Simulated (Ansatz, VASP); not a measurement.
## One calculation of Se, two programs

INCAR

```
SYSTEM = Se
PREC = Accurate
ENCUT = 520
EDIFF = 1E-7
ISMEAR = 0
SIGMA = 0.1
LREAL = .False.
LASPH = .True.
NELM = 100
ALGO = Normal
ISIF = 2
LWAVE = .False.
LCHARG = .False.
GGA = PE
NBANDS = 9
```

The input KPOINTS:

```
Automatic mesh
0
Gamma
  18 18 18
  0 0 0
```

Contents of POSCAR:

```
Se
1.0
   -1.6413068094      1.6413068094      1.6413068094
    1.6413068094     -1.6413068094      1.6413068094
    1.6413068094      1.6413068094     -1.6413068094
Se
1
Direct
    0.0000000000      0.0000000000      0.0000000000
```

Input for Ansatz:

```yaml
crystal:
  lattice:
    - [-1.6413068094, 1.6413068094, 1.6413068094]
    - [1.6413068094, -1.6413068094, 1.6413068094]
    - [1.6413068094, 1.6413068094, -1.6413068094]
  atoms:
    - { symbol: Se, position: [0.0, 0.0, 0.0] }
basis:
  ecutwfc: 420
kpoints:
  mp_grid: { grid: [18, 18, 18] }
hamiltonian:
  xc: pbe
scf:
  occupations: { method: gaussian, width: 0.1 }
output:
  forces: true
  stress: true
  eigenvalues: true
```

Alike in both runs: task single point; functional PBE; k mesh 18 × 18 × 18; occupations gaussian, width 0.1 eV; no spin polarisation.

|  | VASP | Ansatz |
| --- | --- | --- |
| version | VASP 6.6.1 | Ansatz 0.2.0 |
| potentials or method | VASP PAW PBE potentials, release 64 (Se), cutoff 520 eV | scalar-relativistic, plane waves, PAW |
| valence electrons in the cell | 6 | 16 |

Ansatz gave:

* gap on the k mesh at the Fermi level (eV): none
* pressure (GPa): 14.0

Q: Which values does VASP return?

A: gap on the k mesh at the Fermi level (eV): none; pressure (GPa): 14.1.

A gap of «none» marks a metal or a gap that the smearing closes. The functional is the same, so the differences come from potentials, cutoffs and numerics. VASP's potentials hold 6 valence electrons a cell and Ansatz's 16, so a difference there can come from the potentials and not from the codes.
